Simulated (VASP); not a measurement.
# SiNi (Pnma) in VASP: single point with LDA

Aim: the single point of SiNi with LDA.

Everything below comes from runs of VASP 6.6.1. Logs are shortened: lines on timing, memory, paths and dates and some standing lists are left out, and cuts for length are marked.

**1. The cell of the first run**

Symmetry: Pnma, No. 62, orthorhombic system. The conventional cell has a = 5.043 Å, b = 3.338 Å, c = 5.473 Å, α = 90.00°, β = 90.00°, γ = 90.00°. Si (site symmetry m) has 6 Ni at 2.24 to 2.36 Å and 4 Si at 2.64 to 3.09 Å within 3.1 Å. Ni (site symmetry m) has 6 Si at 2.24 to 2.36 Å and 4 Ni at 2.61 to 2.65 Å within 3.0 Å.

**2. Single point, LDA**

Input file INCAR:

```
PREC     = Accurate       # precision mode
ENCUT    = 520            # plane-wave cutoff, eV
EDIFF    = 1E-6           # SCF threshold, eV
ISMEAR   = 0              # smearing method
SIGMA    = 0.1            # smearing width, eV
LREAL    = F              # projectors in reciprocal space
LASPH    = T              # aspherical terms in the spheres
NELM     = 60             # most SCF steps
ALGO     = Normal         # electronic algorithm
ISIF     = 2              # what is computed and relaxed
LWAVE    = F              # write WAVECAR
LCHARG   = F              # write CHGCAR
GGA      = CA             # functional
NBANDS   = 38             # bands
```

Input file KPOINTS:

```
Automatic mesh
0
Gamma
  8 12 8
```

Input file POSCAR:

```
SiNi
1.0
    5.0433392551      0.0000000000      0.0000000000
    0.0000000000      3.3379452385      0.0000000000
    0.0000000000      0.0000000000      5.4730253134
Si Ni
4 4
Direct
    0.3200690632      0.7500000000      0.0873827573
    0.1799309368      0.2500000000      0.5873827573
    0.8200690632      0.7500000000      0.4126172427
    0.6799309368      0.2500000000      0.9126172427
    0.0091581960      0.2500000000      0.1878459237
    0.4908418040      0.7500000000      0.6878459237
    0.5091581960      0.2500000000      0.3121540763
    0.9908418040      0.7500000000      0.8121540763
```

Potentials or basis: VASP PAW LDA potentials, release 64 (Si, Ni).

Command:

```bash
$ cat potpaw_LDA.64/Si/POTCAR potpaw_LDA.64/Ni/POTCAR > POTCAR
$ mpirun -np 1 vasp_std > vasp.out
```

OUTCAR:

```text
PREC = Accurate
   ENCUT = 520
   EDIFF = 1E-6
   ISMEAR = 0
   LREAL = F
   LASPH = T
   NELM = 60
   ISIF = 2
   GGA = CA

 ion  position               nearest neighbor table
   1  0.320  0.750  0.087-   8 2.24   7 2.28   7 2.28   6 2.35   5 2.36   5 2.36   4 2.64   4 2.64
                             3 3.09   3 3.09
   2  0.180  0.250  0.587-   7 2.24   8 2.28   8 2.28   5 2.35   6 2.36   6 2.36   3 2.64   3 2.64
                             4 3.09   4 3.09
   3  0.820  0.750  0.413-   6 2.24   5 2.28   5 2.28   8 2.35   7 2.36   7 2.36   2 2.64   2 2.64
                             1 3.09   1 3.09
   4  0.680  0.250  0.913-   5 2.24   6 2.28   6 2.28   7 2.35   8 2.36   8 2.36   1 2.64   1 2.64
                             2 3.09   2 3.09
   5  0.009  0.250  0.188-   4 2.24   3 2.28   3 2.28   2 2.35   1 2.36   1 2.36   7 2.61   7 2.61
                             8 2.65   8 2.65
   6  0.491  0.750  0.688-   3 2.24   4 2.28   4 2.28   1 2.35   2 2.36   2 2.36   8 2.61   8 2.61
                             7 2.65   7 2.65
   7  0.509  0.250  0.312-   2 2.24   1 2.28   1 2.28   4 2.35   3 2.36   3 2.36   5 2.61   5 2.61
                             6 2.65   6 2.65
   8  0.991  0.750  0.812-   1 2.24   2 2.28   2 2.28   3 2.35   4 2.36   4 2.36   6 2.61   6 2.61
                             5 2.65   5 2.65

  LATTYP: Found a simple orthorhombic cell.
 ALAT       =     3.3379452385
 B/A-ratio  =     1.5109113226
 C/A-ratio  =     1.6396390361

  Lattice vectors:

 A1 = (   0.0000000000,  -3.3379452385,   0.0000000000)
 A2 = (   5.0433392551,   0.0000000000,   0.0000000000)
 A3 = (   0.0000000000,   0.0000000000,   5.4730253134)

Analysis of symmetry for initial positions (statically):
=====================================================================
 Subroutine PRICEL returns:
 Original cell was already a primitive cell.

 Routine SETGRP: Setting up the symmetry group for a
 simple orthorhombic supercell.

 Subroutine GETGRP returns: Found  8 space group operations
 (whereof  2 operations were pure point group operations)
 out of a pool of  8 trial point group operations.

The static configuration has the point symmetry S_2 .
 The point group associated with its full space group is D_2h.

Analysis of symmetry for dynamics (positions and initial velocities):
=====================================================================
 Subroutine PRICEL returns:
 Original cell was already a primitive cell.

[... 126 lines left out ...]
   ISIF   =      2    stress and relaxation
   ISYM   =      2    0-nonsym 1-usesym 2-fastsym
   POTIM  = 0.5000    time-step for ionic-motion
   TEBEG  =    0.0;   TEEND  =   0.0 temperature during run
   PSTRESS=    0.0 pullay stress
   NELECT =      56.0000    total number of electrons
   NUPDOWN=      -1.0000    fix difference up-down
   EMIN   =  10.00;   EMAX   =-10.00  energy-range for DOS
   EFERMI =   0.00;   METHOD = LEGACY
   ISMEAR =     0;   SIGMA  =   0.10  broadening in eV -4-tet -1-fermi 0-gaus
   EFERMI_NEDOS =   21; number of points for ismear=-14 and -15
   IALGO  =     38    algorithm
   IMIX   =      4    mixing-type and parameters
     AMIX     =   0.40;   BMIX     =  1.00
     AMIX_MAG =   1.60;   BMIX_MAG =  1.00
  volume/ion in A,a.u.               =      11.52        77.72
  Fermi-wavevector in a.u.,A,eV,Ry     =   1.386743  2.620564 26.164756  1.923055
  Thomas-Fermi vector in A             =   2.511030
   LORBIT       =      0    0 simple, 1 ext, 2 COOP (PROOUT), +10 PAW based schemes
   GGA     = CA    functional components
   LHFCALC =     F    Hartree Fock is set to
   AEXX    =    0.0000 exact exchange contribution
   IVDW    =     0    specifies the selected vdW correction
   LEPSILON=     F    determine dielectric tensor
   LRPA    =     F    only Hartree local field effects (RPA)
 non-spin polarized calculation
 Gauss-broadening in eV      SIGMA  =   0.10
  energy-cutoff  :      520.00
  volume of cell :       92.14
 maximum number of plane-waves:      2506
 NGX is ok and might be reduce to    40
   NGX = 19   NGY = 13   NGZ = 21

 number of electron      56.0000010 magnetization

 Free energy of the ion-electron system (eV)
  ---------------------------------------------------
  ext. energy  EPLUGINS =         0.00000000
  ---------------------------------------------------
  free energy    TOTEN  =       -55.07478908 eV

  energy without entropy =      -55.06699817  energy(sigma->0) =      -55.07089362

 E-fermi :  11.0554     XC(G=0): -12.6581

 val. band max:       11.0481580504   @ k =   0.2500   0.2500   0.2500
 cond. band min:      11.0637753478   @ k =   0.0000   0.4167   0.2500
 fundamental gap:      0.0156172974
 Fermi energy:        11.0553574757

 k-point     1 :       0.0000    0.0000    0.0000
  band No.  band energies     occupation
      1      -2.3185      2.00000
      2       1.3032      2.00000
      3       2.3967      2.00000
      4       3.1235      2.00000
      5       4.2526      2.00000
      6       4.7685      2.00000
[... 973 lines left out ...]
     37      17.0294      0.00000
     38      18.0752      0.00000

 [... further k-points ...]

------------------------ aborting loop because EDIFF is reached ----------------------------------------

  FORCE on cell =-STRESS in cart. coord.  units (eV):
  Direction    XX          YY          ZZ          XY          YZ          ZX
  --------------------------------------------------------------------------------------
  -------------------------------------------------------------------------------------
  Total        0.2202140      0.1496336      0.2226865      0.0000000      0.0000000      0.0000000
  in kB        3.8293988      2.6020456      3.8723948      0.0000000      0.0000000      0.0000000
  external PRESSURE =       3.4346131 kB  Pullay stress =       0.0000000 kB

 VOLUME and BASIS-vectors are now :
 -----------------------------------------------------------------------------
  energy-cutoff  :      520.00
  volume of cell :       92.14
      direct lattice vectors                 reciprocal lattice vectors
     5.043339255  0.000000000  0.000000000     0.198281327  0.000000000  0.000000000
     0.000000000  3.337945239  0.000000000     0.000000000  0.299585502  0.000000000
     0.000000000  0.000000000  5.473025313     0.000000000  0.000000000  0.182714302

 POSITION                                       TOTAL-FORCE (eV/Angst)
 -----------------------------------------------------------------------------------
      1.61422      2.50346      0.47825         0.001176     -0.000000      0.003399
      0.90745      0.83449      3.21476        -0.001176     -0.000000      0.003399
      4.13589      2.50346      2.25826         0.001176     -0.000000     -0.003399
      3.42912      0.83449      4.99478        -0.001176     -0.000000     -0.003399
      0.04619      0.83449      1.02809         0.015263      0.000000     -0.006865
      2.47548      2.50346      3.76460        -0.015263     -0.000000     -0.006865
      2.56786      0.83449      1.70843         0.015263     -0.000000      0.006865
      4.99715      2.50346      4.44494        -0.015263     -0.000000      0.006865
 -----------------------------------------------------------------------------------
    total drift:                               -0.000000     -0.000000     -0.000000

  FREE ENERGIE OF THE ION-ELECTRON SYSTEM (eV)
  ---------------------------------------------------
  free  energy   TOTEN  =       -55.0747890755 eV

  energy  without entropy=      -55.0669981706  energy(sigma->0) =      -55.07089362
```

OSZICAR:

```text
N       E                     dE             d eps       ncg     rms          rms(c)
DAV:   1     0.370500183902E+03    0.37050E+03   -0.24282E+04 13300   0.176E+03
DAV:   2    -0.287960381179E+02   -0.39930E+03   -0.38281E+03 13324   0.371E+02
DAV:   3    -0.610279071394E+02   -0.32232E+02   -0.31102E+02 14806   0.126E+02
DAV:   4    -0.621335429619E+02   -0.11056E+01   -0.10984E+01 15864   0.215E+01
DAV:   5    -0.621716694325E+02   -0.38126E-01   -0.38115E-01 16326   0.382E+00    0.287E+01
DAV:   6    -0.697900753533E+02   -0.76184E+01   -0.12453E+02 15310   0.169E+02    0.344E+01
DAV:   7    -0.550307332431E+02    0.14759E+02   -0.41799E+01 15498   0.107E+02    0.602E+00
DAV:   8    -0.552229265044E+02   -0.19219E+00   -0.56561E+00 19652   0.172E+01    0.406E+00
DAV:   9    -0.550784900727E+02    0.14444E+00   -0.55954E-01 16012   0.104E+01    0.757E-01
DAV:  10    -0.550765213076E+02    0.19688E-02   -0.26857E-02 15862   0.160E+00    0.454E-01
DAV:  11    -0.550748449929E+02    0.16763E-02   -0.37428E-03 20256   0.733E-01    0.122E-01
DAV:  12    -0.550748226669E+02    0.22326E-04   -0.29227E-04 16310   0.119E-01    0.651E-02
DAV:  13    -0.550747916427E+02    0.31024E-04   -0.44190E-05 20562   0.799E-02    0.292E-02
DAV:  14    -0.550747890540E+02    0.25887E-05   -0.19718E-05 18938   0.235E-02    0.379E-03
DAV:  15    -0.550747890755E+02   -0.21545E-07   -0.10327E-06  8762   0.114E-02
   1 F= -.55074789E+02 E0= -.55070894E+02  d E =-.779090E-02
```

stdout:

```text
POSCAR found type information on POSCAR SiNi
 POSCAR found :  2 types and       8 ions
 scaLAPACK will be used
 LDA part: xc-table for (Slater(with rela. corr.)+CA(PZ))
 , standard interpolation
 POSCAR, INCAR and KPOINTS ok, starting setup
 FFT: planning ... GRIDC
 FFT: planning ... GRID_SOFT
 FFT: planning ... GRID
 WAVECAR not read
 entering main loop
```

Wall time 5.7 min (1 thread of Intel Xeon Platinum 8488C (Sapphire Rapids), shared host); peak memory 0.51 GiB.

What came out:

- Free energy: -55.0748 eV
- Pressure: 0.3 GPa
- Largest force: 0.017 eV/Å
- Band gap on the k mesh: zero (bands 28 and 29 overlap by 1.95 eV)

Forces on the atoms (eV/Å):
```
Si   0.001  0.000  0.003
Si  -0.001  0.000  0.003
Si   0.001  0.000 -0.003
Si  -0.001  0.000 -0.003
Ni   0.015  0.000 -0.007
Ni  -0.015  0.000 -0.007
Ni   0.015  0.000  0.007
Ni  -0.015  0.000  0.007
```

Levels at points of the mesh, in eV from the Fermi level:
| k point | band 24 | band 25 | band 26 | band 27 | band 28 | band 29 | band 30 | band 31 | band 32 | band 33 |
| --- | --- | --- | --- | --- | --- | --- | --- | --- | --- | --- |
| (0.00, 0.00, 0.00) | -2.15 | -1.87 | -1.37 | -1.21 | -0.98 | 0.70 | 1.46 | 3.42 | 3.82 | 4.07 |
| (0.50, 0.00, 0.00) | -2.19 | -1.99 | -1.99 | 0.99 | 0.99 | 1.14 | 1.14 | 3.79 | 3.79 | 4.79 |
| (0.00, 0.50, 0.00) | -2.32 | -2.08 | -2.08 | -1.52 | -1.52 | -0.63 | -0.63 | 2.12 | 2.12 | 2.67 |
| (0.50, 0.50, 0.00) | -2.28 | -1.83 | -1.83 | -1.83 | -1.83 | 0.51 | 0.51 | 0.51 | 0.51 | 4.44 |
| (0.00, 0.00, 0.50) | -2.24 | -1.46 | -1.46 | -0.19 | -0.19 | 0.83 | 0.83 | 3.45 | 3.45 | 4.53 |
| (0.50, 0.00, 0.50) | -2.23 | -0.97 | -0.97 | 0.87 | 0.87 | 2.37 | 2.37 | 2.65 | 2.65 | 3.04 |
| (0.00, 0.50, 0.50) | -2.20 | -2.17 | -2.17 | -1.82 | -1.82 | 0.20 | 0.20 | 1.44 | 1.44 | 2.43 |
| (0.50, 0.50, 0.50) | -2.38 | -2.05 | -2.05 | -2.05 | -2.05 | 2.71 | 2.71 | 2.71 | 2.71 | 3.71 |

Spin polarisation is off, so any magnetic state and its effect on volume and gap are missing.
